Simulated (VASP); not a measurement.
A run of VASP 6.6.1 is set up as follows.

The input INCAR:

```
PREC = Accurate
ENCUT = 520
EDIFF = 1E-7
ISMEAR = 0
SIGMA = 0.02
LREAL = False
LASPH = True
NELM = 60
ALGO = Normal
ISIF = 2
LWAVE = False
LCHARG = False
GGA = PE
IVDW = 12
NBANDS = 27
```

File KPOINTS:

```
regular mesh
0
Gamma
  12 12 12
```

File POSCAR:

```
InSe
1.0
    2.0036990271      1.1568361727      8.1729655012
   -2.0036990271      1.1568361727      8.1729655012
    0.0000000000     -2.3136723454      8.1729655012
In Se
2 2
Direct
   -0.0009583917     -0.0009583917     -0.0009583917
    0.1123566323      0.1123566323      0.1123566323
    0.6130015888      0.6130015888      0.6130015888
    0.8316001707      0.8316001707      0.8316001707
```

Potentials or basis: VASP PAW PBE potentials, release 64 (In_d, Se).

Command:

```bash
$ cat potpaw_PBE.64/In_d/POTCAR potpaw_PBE.64/Se/POTCAR > POTCAR
$ mpirun -np 1 vasp_std > vasp.out
```

Q: Predict the pressure.

A: 0.9 GPa.

Q: Estimate the band gap on the k mesh.

A: 0.32 eV.

Forces on the atoms (eV/Å):
```
In   0.000  0.000  0.020
In   0.000  0.000 -0.020
Se   0.000  0.000 -0.016
Se   0.000  0.000  0.016
```

Caveat: spin-orbit coupling is left out, which moves the levels of the heavy elements. A k mesh can miss the band edges.
